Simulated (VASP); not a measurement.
Cu: single point with PBE

Cu:

```xyz
2
Lattice="2.5718 0.0000 0.0000 0.0000 2.5718 0.0000 0.0000 0.0000 3.6145" Properties=species:S:1:pos:R:3 pbc="T T T"
Cu    0.0000    0.0000    0.0000
Cu    1.2859    1.2859    1.8073
```

```json
{
  "Program": "VASP 6.6.1",
  "Task": "single point",
  "Functional": "PBE",
  "Potentials or basis": "VASP PAW PBE potentials, release 64 (Cu_sv_GW)",
  "Cutoff": "700 eV",
  "k mesh": "16 × 16 × 12",
  "Occupations": "methfessel-paxton, width 0.1 eV",
  "Spin": "no spin polarisation",
  "Dipole correction": "no",
  "Second run": "valence_matched",
  "Further INCAR settings": "ALGO = Normal; EDIFF = 1e-06; NBANDS = 26"
}
```

```
Pressure               : -5.0 GPa
Band gap on the k mesh : zero (band 19 reaches 13.57 eV, above the bottom of band 20 at 5.56 eV)
```

Levels at points of the mesh, in eV from the Fermi level:
```
           k point  band 15  band 16  band 17  band 18  band 19  band 20  band 21  band 22  band 23  band 24
(0.00, 0.00, 0.00)    -2.14    -2.11    -1.58    -1.41    -1.41     1.56     7.15    12.86    12.86    17.39
(0.50, 0.00, 0.00)    -2.45    -2.45    -2.13    -2.13    -0.29    -0.29     9.69     9.69    10.88    10.88
(0.50, 0.50, 0.00)    -1.43    -1.43    -1.41    -1.41     1.43     1.43     6.98     6.98    13.00    13.00
(0.00, 0.00, 0.50)    -2.29    -2.29    -2.29    -2.29    -1.86    -1.86    16.89    16.89    16.89    16.89
(0.50, 0.00, 0.50)    -1.56    -1.56    -1.55    -1.55    -1.00    -1.00     3.71     3.71    20.99    21.00
(0.50, 0.50, 0.50)    -2.16    -2.16    -1.43    -1.43     6.15     6.15     6.15     6.15     8.23     8.23
```

Run time: 2.1 min on 1 thread of Intel(R) Xeon(R) Platinum 8559C (Emerald Rapids) (shared host), peak memory 0.39 GiB.
